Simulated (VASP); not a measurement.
# VWC2 (R-3m) in VASP: single point with LDA

Aim: the single point of VWC2 with LDA.

Program: VASP 6.6.1. These are calculated values, not measurements. Logs are shortened: lines on timing, memory, paths and dates and some standing lists are left out, and cuts for length are marked.

**1. The cell of the first run**

Symmetry: R-3m, No. 166, trigonal system. The conventional cell has a = 3.094 Å, b = 3.094 Å, c = 15.092 Å, α = 90.00°, β = 90.00°, γ = 120.00°. W (site symmetry -3m) has 6 C at 2.22 Å within 2.9 Å. Within 2.9 Å of V (site symmetry -3m) lie 6 C at 2.15 Å. C (site symmetry 3m) has 3 V at 2.15 Å and 3 W at 2.22 Å and 12 C at 3.00 to 3.17 Å within 3.2 Å.

**2. Single point, LDA, collinear spin, ferromagnetic start**

Contents of INCAR:

```
SYSTEM = VWC2
PREC     = Accurate       ! precision mode
ENCUT    = 520            ! plane-wave cutoff, eV
EDIFF    = 1E-6           ! SCF threshold, eV
ISMEAR   = -1             ! smearing method
SIGMA    = 0.05           ! smearing width, eV
LREAL    = .FALSE.        ! projectors in reciprocal space
LASPH    = .TRUE.         ! aspherical terms in the spheres
NELM     = 150            ! most SCF steps
ALGO     = Normal         ! electronic algorithm
ISIF     = 2              ! what is computed and relaxed
LWAVE    = .FALSE.        ! write WAVECAR
LCHARG   = .FALSE.        ! write CHGCAR
ISPIN    = 2              ! spin polarisation
MAGMOM   = 0 2 0 0        ! initial moments
LORBIT   = 11             ! projections on sites
LMAXMIX  = 4              ! l up to which the mixer works
GGA      = CA             ! functional
NBANDS   = 30             ! bands
```

Contents of KPOINTS:

```
regular mesh
0
G
  10 10 10
  0 0 0
```

Contents of POSCAR:

```
VWC2
1.0
    1.5467945743      0.8930422639      5.0306607640
   -1.5467945743      0.8930422639      5.0306607640
    0.0000000000     -1.7860845277      5.0306607640
W V C
1 1 2
Direct
    0.0000000000      0.0000000000      0.0000000000
    0.5000000000      0.5000000000      0.5000000000
    0.2464940000      0.2464940000      0.2464940000
    0.7535060000      0.7535060000      0.7535060000
```

Potentials or basis: VASP PAW LDA potentials, release 64 (W_sv, V_sv, C).

On the command line:

```console
> cat potpaw_LDA.64/W_sv/POTCAR potpaw_LDA.64/V_sv/POTCAR potpaw_LDA.64/C/POTCAR > POTCAR
> mpirun -np 1 vasp_std > vasp.out
```

OUTCAR:

```text
SYSTEM = VWC2
   PREC = Accurate
   ENCUT = 520
   EDIFF = 1E-6
   ISMEAR = -1
   LREAL = .FALSE.
   LASPH = .TRUE.
   NELM = 150
   ISIF = 2
   ISPIN = 2
   LORBIT = 11
   GGA = CA

 ion  position               nearest neighbor table
   1  0.000  0.000  0.000-   4 2.22   4 2.22   3 2.22   3 2.22   4 2.22   3 2.22   2 3.08   2 3.08
                             2 3.08   2 3.08   2 3.08   2 3.08
   2  0.500  0.500  0.500-   3 2.15   3 2.15   4 2.15   4 2.15   3 2.15   4 2.15   1 3.08   1 3.08
                             1 3.08   1 3.08   1 3.08   1 3.08
   3  0.246  0.246  0.246-   2 2.15   2 2.15   2 2.15   1 2.22   1 2.22   1 2.22
   4  0.754  0.754  0.754-   2 2.15   2 2.15   2 2.15   1 2.22   1 2.22   1 2.22

  LATTYP: Found a trigonal (rhomboedric) cell.
 ALAT       =     5.3383186176
 COS(alpha) =     0.8320862373

  Lattice vectors:

 A1 = (   1.5467945743,   0.8930422639,   5.0306607640)
 A2 = (  -1.5467945743,   0.8930422639,   5.0306607640)
 A3 = (   0.0000000000,  -1.7860845277,   5.0306607640)

Analysis of symmetry for initial positions (statically):
=====================================================================
 Subroutine PRICEL returns:
 Original cell was already a primitive cell.

 Routine SETGRP: Setting up the symmetry group for a
 trigonal (rhombohedral) supercell.

 Subroutine GETGRP returns: Found 12 space group operations
 (whereof 12 operations were pure point group operations)
 out of a pool of 12 trial point group operations.

The static configuration has the point symmetry D_3d.

Analysis of symmetry for dynamics (positions and initial velocities):
=====================================================================
 Subroutine PRICEL returns:
 Original cell was already a primitive cell.

 Routine SETGRP: Setting up the symmetry group for a
 trigonal (rhombohedral) supercell.

 Subroutine GETGRP returns: Found 12 space group operations
 (whereof 12 operations were pure point group operations)
 out of a pool of 12 trial point group operations.

The dynamic configuration has the point symmetry D_3d.

Analysis of structural, dynamic, and magnetic symmetry:
=====================================================================
 Subroutine PRICEL returns:
 Original cell was already a primitive cell.

 Routine SETGRP: Setting up the symmetry group for a
 trigonal (rhombohedral) supercell.

 Subroutine GETGRP returns: Found 12 space group operations
 (whereof 12 operations were pure point group operations)
 out of a pool of 12 trial point group operations.

The overall configuration has the point symmetry D_3d.

 Subroutine INISYM returns: Found 12 space group operations
 (whereof 12 operations are pure point group operations),
 and found     1 'primitive' translations

----------------------------------------------------------------------------------------

                                     Primitive cell

  volume of cell :      41.6947

  direct lattice vectors                    reciprocal lattice vectors
     1.546794574  0.893042264  5.030660764     0.323249130  0.186627972  0.066260348
    -1.546794574  0.893042264  5.030660764    -0.323249130  0.186627972  0.066260348
     0.000000000 -1.786084528  5.030660764     0.000000000 -0.373255944  0.066260348

  length of vectors
     5.338318618  5.338318618  5.338318618     0.379091590  0.379091590  0.379091590

  position of ions in fractional coordinates (direct lattice)
     0.000000000  0.000000000  0.000000000
     0.500000000  0.500000000  0.500000000
     0.246494000  0.246494000  0.246494000
     0.753506000  0.753506000  0.753506000

  ion indices of the primitive-cell ions
   primitive index   ion index
                 1           1
                 2           2
                 3           3
                 4           4

----------------------------------------------------------------------------------------

 KPOINTS: regular mesh

Automatic generation of k-mesh.
 Grid dimensions read from file:
 generate k-points for:   10   10   10

 Generating k-lattice:

  Cartesian coordinates                     Fractional coordinates (reciprocal lattice)
     0.032324913  0.018662797  0.006626035     0.100000000 -0.000000000 -0.000000000
    -0.032324913  0.018662797  0.006626035    -0.000000000  0.100000000 -0.000000000
     0.000000000 -0.037325594  0.006626035     0.000000000  0.000000000  0.100000000

  Length of vectors
     0.037909159  0.037909159  0.037909159

  Shift w.r.t. Gamma in fractional coordinates (k-lattice)
     0.000000000  0.000000000  0.000000000

 Subroutine IBZKPT returns following result:
 ===========================================

 Found    116 irreducible k-points:

 Following reciprocal coordinates:
            Coordinates               Weight
  0.000000  0.000000  0.000000      1.000000
  0.100000  0.000000  0.000000      6.000000
  0.200000  0.000000  0.000000      6.000000
  0.300000  0.000000  0.000000      6.000000
  0.400000  0.000000  0.000000      6.000000
  0.500000  0.000000  0.000000      3.000000
[... 16 lines left out ...]
  0.300000  0.300000  0.000000      6.000000
  0.400000  0.300000  0.000000     12.000000
 [... further k-points ...]
   k-points           NKPTS =    116   k-points in BZ     NKDIM =    116   number of bands    NBANDS=     30
   number of dos      NEDOS =    301   number of ions     NIONS =      4
   total plane-waves  NPLWV =  64000
   dimension x,y,z NGX =    40 NGY =   40 NGZ =   40
   dimension x,y,z NGXF=    80 NGYF=   80 NGZF=   80
   ions per type =               1   1   2
   NGX,Y,Z   is equivalent  to a cutoff of  12.46, 12.46, 12.46 a.u.
   NGXF,Y,Z  is equivalent  to a cutoff of  24.91, 24.91, 24.91 a.u.
 SYSTEM =  VWC2
   PREC   = accura    normal or accurate (medium, high low for compatibility)
   ISTART =      0    job   : 0-new  1-cont  2-samecut
   ICHARG =      2    charge: 1-file 2-atom 10-const
   ISPIN  =      2    spin polarized calculation?
   LNONCOLLINEAR =      F non collinear calculations
   LSORBIT =      F    spin-orbit coupling
   LASPH  =      T    aspherical Exc in radial PAW
   ENCUT  =  520.0 eV  38.22 Ry    6.18 a.u.   9.93  9.93  9.93*2*pi/ulx,y,z
   NELM   =    150;   NELMIN=  2; NELMDL= -5     # of ELM steps
   EDIFF  = 0.1E-05   stopping-criterion for ELM
   LREAL  =      F    real-space projection
   EDIFFG = 0.1E-04   stopping-criterion for IOM
   NSW    =      0    number of steps for IOM
   IBRION =     -1    ionic relax: 0-MD 1-quasi-New 2-CG
   NFREE  =      0    steps in history (QN), initial steepest desc. (CG)
   ISIF   =      2    stress and relaxation
   ISYM   =      2    0-nonsym 1-usesym 2-fastsym
   POTIM  = 0.5000    time-step for ionic-motion
   TEBEG  =    0.0;   TEEND  =   0.0 temperature during run
   PSTRESS=    0.0 pullay stress
   NELECT =      35.0000    total number of electrons
   NUPDOWN=      -1.0000    fix difference up-down
   EMIN   =  10.00;   EMAX   =-10.00  energy-range for DOS
   EFERMI =   0.00;   METHOD = LEGACY
   ISMEAR =    -1;   SIGMA  =   0.05  broadening in eV -4-tet -1-fermi 0-gaus
   EFERMI_NEDOS =   21; number of points for ismear=-14 and -15
   IALGO  =     38    algorithm
   IMIX   =      4    mixing-type and parameters
     AMIX     =   0.40;   BMIX     =  1.00
     AMIX_MAG =   1.60;   BMIX_MAG =  1.00
  volume/ion in A,a.u.               =      10.42        70.34
  Fermi-wavevector in a.u.,A,eV,Ry     =   1.544320  2.918341 32.448850  2.384923
  Thomas-Fermi vector in A             =   2.649857
   LORBIT       =     11    0 simple, 1 ext, 2 COOP (PROOUT), +10 PAW based schemes
   GGA     = CA    functional components
   LHFCALC =     F    Hartree Fock is set to
   AEXX    =    0.0000 exact exchange contribution
   IVDW    =     0    specifies the selected vdW correction
   LEPSILON=     F    determine dielectric tensor
   LRPA    =     F    only Hartree local field effects (RPA)
 spin polarized calculation
  energy-cutoff  :      520.00
  volume of cell :       41.69
 maximum number of plane-waves:      1140
   NGX = 19   NGY = 19   NGZ = 19

 number of electron      34.9999996 magnetization      -0.0000337

 number of electron      34.9999996 magnetization       0.0000291

 Free energy of the ion-electron system (eV)
  ---------------------------------------------------
  ext. energy  EPLUGINS =         0.00000000
  ---------------------------------------------------
  free energy    TOTEN  =       -44.66811895 eV

  energy without entropy =      -44.64568129  energy(sigma->0) =      -44.65690012

 E-fermi :  10.6690     XC(G=0): -13.4629

 val. band max:       10.6602002400   @ k =  -0.3000   0.4000   0.3000
 cond. band min:      10.6740256689   @ k =   0.0000   0.0000   0.0000
 fundamental gap:      0.0138254290
 Fermi energy:        10.6690019006

 spin component 1

 k-point     1 :       0.0000    0.0000    0.0000
  band No.  band energies     occupation
      1     -64.0736      1.00000
      2     -53.6849      1.00000
      3     -28.6200      1.00000
      4     -28.3527      1.00000
      5     -28.3527      1.00000
      6     -27.9420      1.00000
[... 757 lines left out ...]
     28      20.5515      0.00000
     29      23.0195      0.00000

 [... further k-points ...]

 spin component 2

 k-point     1 :       0.0000    0.0000    0.0000
  band No.  band energies     occupation
      1     -64.0736      1.00000
      2     -53.6849      1.00000
      3     -28.6200      1.00000
      4     -28.3527      1.00000
      5     -28.3527      1.00000
      6     -27.9420      1.00000
[... 757 lines left out ...]
     28      20.5515      0.00000
     29      23.0195      0.00000

 [... further k-points ...]

 [bands above 29 left out]

------------------------ aborting loop because EDIFF is reached ----------------------------------------

  FORCE on cell =-STRESS in cart. coord.  units (eV):
  Direction    XX          YY          ZZ          XY          YZ          ZX
  --------------------------------------------------------------------------------------
  -------------------------------------------------------------------------------------
  Total       -8.1192561     -8.1192561     -8.0984139      0.0000000     -0.0000000      0.0000000
  in kB     -311.9937452   -311.9937452   -311.1928563      0.0000000     -0.0000000      0.0000000
  external PRESSURE =    -311.7267822 kB  Pullay stress =       0.0000000 kB

 VOLUME and BASIS-vectors are now :
 -----------------------------------------------------------------------------
  energy-cutoff  :      520.00
  volume of cell :       41.69
      direct lattice vectors                 reciprocal lattice vectors
     1.546794574  0.893042264  5.030660764     0.323249130  0.186627972  0.066260348
    -1.546794574  0.893042264  5.030660764    -0.323249130  0.186627972  0.066260348
     0.000000000 -1.786084528  5.030660764     0.000000000 -0.373255944  0.066260348

 POSITION                                       TOTAL-FORCE (eV/Angst)
 -----------------------------------------------------------------------------------
      0.00000      0.00000      0.00000         0.000000      0.000000     -0.000000
      0.00000      0.00000      7.54599        -0.000000      0.000000     -0.000000
      0.00000      0.00000      3.72008         0.000000      0.000000      0.334120
      0.00000      0.00000     11.37190         0.000000     -0.000000     -0.334120
 -----------------------------------------------------------------------------------
    total drift:                               -0.000000     -0.000000      0.000000

  FREE ENERGIE OF THE ION-ELECTRON SYSTEM (eV)
  ---------------------------------------------------
  free  energy   TOTEN  =       -44.6681189454 eV

  energy  without entropy=      -44.6456812861  energy(sigma->0) =      -44.65690012

 total charge

# of ion       s       p       d       tot
------------------------------------------
    1        2.312   6.350   3.346  12.008
    2        2.231   6.257   3.093  11.581
    3        0.859   1.509   0.000   2.368
    4        0.859   1.509   0.000   2.368
--------------------------------------------------
tot          6.260  15.625   6.440  28.325

 magnetization (x)

# of ion       s       p       d       tot
------------------------------------------
    1        0.000   0.000   0.000   0.000
    2       -0.000  -0.000  -0.000  -0.000
    3       -0.000  -0.000   0.000  -0.000
    4       -0.000  -0.000   0.000  -0.000
--------------------------------------------------
tot         -0.000  -0.000   0.000  -0.000
```

Wall time 9.3 min (1 thread of Intel Xeon Platinum 8375C at 2.90GHz (Ice Lake), shared host); peak memory 0.38 GiB.

Results:

| Item | Value |
| --- | --- |
| Free energy | -44.6681 eV |
| Pressure | -31.2 GPa |
| Largest force | 0.334 eV/Å |
| Net moment | 0.00 μB per cell |
| Valence electrons inside the program's atomic spheres | W 12.01; V 11.58; C 2.37 |

Forces on the atoms (eV/Å):
```
W    0.000  0.000  0.000
V    0.000  0.000  0.000
C    0.000  0.000  0.334
C    0.000  0.000 -0.334
```

Caveat: the cell stands under tension; spin-orbit coupling is left out, which moves the levels of the heavy elements.
